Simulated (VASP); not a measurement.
# GaN in VASP: single point with PBEsol

Aim: the single point of GaN with PBEsol.

All numbers are computed with VASP 6.6.1; they aren't measurements. Logs are shortened: lines on timing, memory, paths and dates and some standing lists are left out, and cuts for length are marked.

## 1. The cell of the first run

The cell holds a slab with vacuum, 14 atoms: a = 3.181 Å, b = 4.498 Å, c = 24.542 Å, α = 90.00°, β = 90.00°, γ = 90.00°.

## 2. Single point, PBEsol

The input, INCAR:

```
SYSTEM = GaN
PREC = Accurate
ENCUT = 520
EDIFF = 1E-7
ISMEAR = 0
SIGMA = 0.05
LREAL = .FALSE.
LASPH = .TRUE.
NELM = 80
ALGO = Normal
ISIF = 2
LWAVE = .FALSE.
LCHARG = .FALSE.
LDIPOL = .TRUE.
IDIPOL = 3
DIPOL = 0.5 0.5 0.500
GGA = PS
NBANDS = 76
```

The input, KPOINTS:

```
regular mesh
0
G
  8 6 1
  0 0 0
```

The input, POSCAR:

```
GaN
1.0
    3.1807290421      0.0000000000      0.0000000000
    0.0000000000      4.4982301495      0.0000000000
    0.0000000000      0.0000000000     24.5421871262
Ga N
7 7
Direct
    0.5000000000      0.5000000000      0.3055962356
    0.0000000000      0.0000000000      0.3703974904
    0.5000000000      0.5000000000      0.4351987452
    0.0000000000      0.0000000000      0.5000000000
    0.5000000000      0.5000000000      0.5648012548
    0.0000000000      0.0000000000      0.6296025096
    0.5000000000      0.5000000000      0.6944037644
    0.0000000000      0.2500000000      0.3055962356
    0.5000000000      0.7500000000      0.3703974904
    0.0000000000      0.2500000000      0.4351987452
    0.5000000000      0.7500000000      0.5000000000
    0.0000000000      0.2500000000      0.5648012548
    0.5000000000      0.7500000000      0.6296025096
    0.0000000000      0.2500000000      0.6944037644
```

Potentials or basis: VASP PAW PBE potentials, release 64 (Ga_d, N).

On the command line:

```sh
cat potpaw_PBE.64/Ga_d/POTCAR potpaw_PBE.64/N/POTCAR > POTCAR
mpirun -np 1 vasp_std > vasp.out
```

OUTCAR:

```text
SYSTEM = GaN
   PREC = Accurate
   ENCUT = 520
   EDIFF = 1E-7
   ISMEAR = 0
   LREAL = .FALSE.
   LASPH = .TRUE.
   NELM = 80
   ISIF = 2
   GGA = PS

 ion  position               nearest neighbor table
   1  0.500  0.500  0.306-   8 1.95   8 1.95   9 1.95
   2  0.000  0.000  0.370-   9 1.95   9 1.95  10 1.95   8 1.95
   3  0.500  0.500  0.435-  10 1.95  10 1.95   9 1.95  11 1.95
   4  0.000  0.000  0.500-  11 1.95  11 1.95  12 1.95  10 1.95
   5  0.500  0.500  0.565-  12 1.95  12 1.95  13 1.95  11 1.95
   6  0.000  0.000  0.630-  13 1.95  13 1.95  12 1.95  14 1.95
   7  0.500  0.500  0.694-  14 1.95  14 1.95  13 1.95
   8  0.000  0.250  0.306-   1 1.95   1 1.95   2 1.95
   9  0.500  0.750  0.370-   2 1.95   2 1.95   3 1.95   1 1.95
  10  0.000  0.250  0.435-   3 1.95   3 1.95   2 1.95   4 1.95
  11  0.500  0.750  0.500-   4 1.95   4 1.95   5 1.95   3 1.95
  12  0.000  0.250  0.565-   5 1.95   5 1.95   6 1.95   4 1.95
  13  0.500  0.750  0.630-   6 1.95   6 1.95   5 1.95   7 1.95
  14  0.000  0.250  0.694-   7 1.95   7 1.95   6 1.95

  LATTYP: Found a simple orthorhombic cell.
 ALAT       =     3.1807290421
 B/A-ratio  =     1.4142135624
 C/A-ratio  =     7.7158999718

  Lattice vectors:

 A1 = (   3.1807290421,   0.0000000000,   0.0000000000)
 A2 = (   0.0000000000,   4.4982301495,   0.0000000000)
 A3 = (   0.0000000000,   0.0000000000,  24.5421871262)

Analysis of symmetry for initial positions (statically):
=====================================================================
 Subroutine PRICEL returns:
 Original cell was already a primitive cell.

 Routine SETGRP: Setting up the symmetry group for a
 simple orthorhombic supercell.

 Subroutine GETGRP returns: Found  4 space group operations
 (whereof  4 operations were pure point group operations)
 out of a pool of  8 trial point group operations.

The static configuration has the point symmetry C_2v.

Analysis of symmetry for dynamics (positions and initial velocities):
=====================================================================
 Subroutine PRICEL returns:
 Original cell was already a primitive cell.

 Routine SETGRP: Setting up the symmetry group for a
 simple orthorhombic supercell.

 Subroutine GETGRP returns: Found  4 space group operations
 (whereof  4 operations were pure point group operations)
 out of a pool of  8 trial point group operations.

The dynamic configuration has the point symmetry C_2v.

[... 138 lines left out ...]
  volume/ion in A,a.u.               =      25.08       169.26
  Fermi-wavevector in a.u.,A,eV,Ry     =   1.163334  2.198383 18.413395  1.353346
  Thomas-Fermi vector in A             =   2.299885
   LORBIT       =      0    0 simple, 1 ext, 2 COOP (PROOUT), +10 PAW based schemes
   GGA     = PS    functional components
   LHFCALC =     F    Hartree Fock is set to
   AEXX    =    0.0000 exact exchange contribution
   IVDW    =     0    specifies the selected vdW correction
   LEPSILON=     F    determine dielectric tensor
   LRPA    =     F    only Hartree local field effects (RPA)
 non-spin polarized calculation
 Gauss-broadening in eV      SIGMA  =   0.05
  energy-cutoff  :      520.00
  volume of cell :      351.14
 maximum number of plane-waves:      9514
 NGX is ok and might be reduce to    24
   NGX = 11   NGY = 17   NGZ = 91

 dipolmoment           0.000000      0.000000     -0.000000 electrons x Angstroem

 number of electron     125.9999974 magnetization

 dipolmoment           0.000000      0.000000      0.000000 electrons x Angstroem

 Free energy of the ion-electron system (eV)
  ---------------------------------------------------
  ext. energy  EPLUGINS =         0.00000000
  ---------------------------------------------------
  free energy    TOTEN  =       -87.42942885 eV

  energy without entropy =      -87.42942885  energy(sigma->0) =      -87.42942885

 E-fermi :  -0.1218     XC(G=0):  -6.1017

 val. band max:       -0.4174008698   @ k =   0.5000   0.5000   0.0000
 cond. band min:       0.3041926605   @ k =   0.0000   0.0000   0.0000
 fundamental gap:      0.7215935303
 Fermi energy:        -0.1217974100

 k-point     1 :       0.0000    0.0000    0.0000
  band No.  band energies     occupation
      1     -16.5418      2.00000
      2     -16.1688      2.00000
      3     -15.8423      2.00000
      4     -15.6009      2.00000
      5     -15.5600      2.00000
      6     -15.0349      2.00000
[... 1549 lines left out ...]
     74       6.8329      0.00000
     75       6.9534      0.00000
 [bands above 75 left out]

------------------------ aborting loop because EDIFF is reached ----------------------------------------

 vacuum level on the upper side and lower side of the slab       (xc-potential included)        -0.072        -0.072

  FORCE on cell =-STRESS in cart. coord.  units (eV):
  Direction    XX          YY          ZZ          XY          YZ          ZX
  --------------------------------------------------------------------------------------
  -------------------------------------------------------------------------------------
  Total       -3.9283864     -6.2722881     -1.8176287      0.0000000      0.0000000      0.0000000
  in kB      -17.9243402    -28.6190341     -8.2934292      0.0000000      0.0000000      0.0000000
  external PRESSURE =     -18.2789345 kB  Pullay stress =       0.0000000 kB

 VOLUME and BASIS-vectors are now :
 -----------------------------------------------------------------------------
  energy-cutoff  :      520.00
  volume of cell :      351.14
      direct lattice vectors                 reciprocal lattice vectors
     3.180729042  0.000000000  0.000000000     0.314393331  0.000000000  0.000000000
     0.000000000  4.498230150  0.000000000     0.000000000  0.222309657  0.000000000
     0.000000000  0.000000000 24.542187126     0.000000000  0.000000000  0.040746165

 POSITION                                       TOTAL-FORCE (eV/Angst)
 -----------------------------------------------------------------------------------
      1.59036      2.24912      7.50000         0.000000     -2.470126      1.470525
      0.00000      0.00000      9.09036         0.000000      0.462986     -0.477928
      1.59036      2.24912     10.68073        -0.000000     -0.325221      0.007016
      0.00000      0.00000     12.27109         0.000000      0.163391      0.000000
      1.59036      2.24912     13.86146        -0.000000     -0.325221     -0.007016
      0.00000      0.00000     15.45182         0.000000      0.462986      0.477928
      1.59036      2.24912     17.04219         0.000000     -2.470126     -1.470525
      0.00000      1.12456      7.50000         0.000000      1.536754     -0.777029
      1.59036      3.37367      9.09036        -0.000000      0.647646     -0.424923
      0.00000      1.12456     10.68073         0.000000      0.046230      0.253255
      1.59036      3.37367     12.27109         0.000000      0.040071      0.000000
      0.00000      1.12456     13.86146         0.000000      0.046230     -0.253255
      1.59036      3.37367     15.45182        -0.000000      0.647646      0.424923
      0.00000      1.12456     17.04219         0.000000      1.536754      0.777029
 -----------------------------------------------------------------------------------
    total drift:                                0.000000      0.000389      0.000000

  FREE ENERGIE OF THE ION-ELECTRON SYSTEM (eV)
  ---------------------------------------------------
  free  energy   TOTEN  =       -87.4294288538 eV

  energy  without entropy=      -87.4294288538  energy(sigma->0) =      -87.42942885

 vacuum level on the upper side and lower side of the slab         4.763         4.763
```

OSZICAR:

```text
N       E                     dE             d eps       ncg     rms          rms(c)
DAV:   1     0.161451193783E+04    0.16145E+04   -0.57707E+04  3480   0.236E+03
DAV:   2     0.310171738503E+03   -0.13043E+04   -0.12405E+04  3184   0.703E+02
DAV:   3    -0.507283758342E+02   -0.36090E+03   -0.34608E+03  3912   0.244E+02
[... 21 lines left out ...]
DAV:  25    -0.874294266540E+02   -0.36040E-05   -0.18280E-07  2256   0.282E-03    0.215E-04
DAV:  26    -0.874294285570E+02   -0.19030E-05   -0.12365E-07  2248   0.180E-03    0.114E-04
DAV:  27    -0.874294286905E+02   -0.13352E-06   -0.25442E-08  2496   0.101E-03    0.127E-04
DAV:  28    -0.874294288016E+02   -0.11111E-06   -0.84236E-09  2052   0.933E-04    0.688E-05
DAV:  29    -0.874294288538E+02   -0.52198E-07   -0.49063E-09  2100   0.431E-04
   1 F= -.87429429E+02 E0= -.87429429E+02  d E =-.123834E-17
```

Run time: 24 min. Hardware: 1 thread of Intel Xeon 8259CL, shared host; peak memory 0.62 GiB.

What came out:

```yaml
Free_energy: -87.4294 eV
Largest_force: 2.875 eV/Å
Band_gap_on_the_k_mesh: 0.72 eV (least direct gap 0.83 eV)
```

Forces in eV/Å, atoms in the order of the input:
```
Ga   0.000 -2.470  1.471
Ga   0.000  0.463 -0.478
Ga   0.000 -0.325  0.007
Ga   0.000  0.163  0.000
Ga   0.000 -0.325 -0.007
Ga   0.000  0.463  0.478
Ga   0.000 -2.470 -1.471
N    0.000  1.537 -0.777
N    0.000  0.648 -0.425
N    0.000  0.046  0.253
N    0.000  0.040  0.000
N    0.000  0.046 -0.253
N    0.000  0.648  0.425
N    0.000  1.537  0.777
```

Levels at points of the mesh, in eV from the valence-band top:
```tsv
k point	band 61	band 62	band 63	band 64	band 65	band 66
(0.00, 0.00, 0.00)	-0.13	-0.12	-0.11	0.72	1.43	3.07
(0.50, 0.00, 0.00)	-1.79	-0.15	-0.01	2.18	2.31	3.28
(0.00, 0.50, 0.00)	-0.56	-0.29	-0.22	1.93	1.98	4.47
(0.50, 0.50, 0.00)	-1.42	-0.24	0.00	1.94	2.15	5.09
```

Caveat: semilocal functionals underestimate gaps, and a narrow one can read as zero; the PAW data sets were made with another functional, which shifts forces and pressure a little.
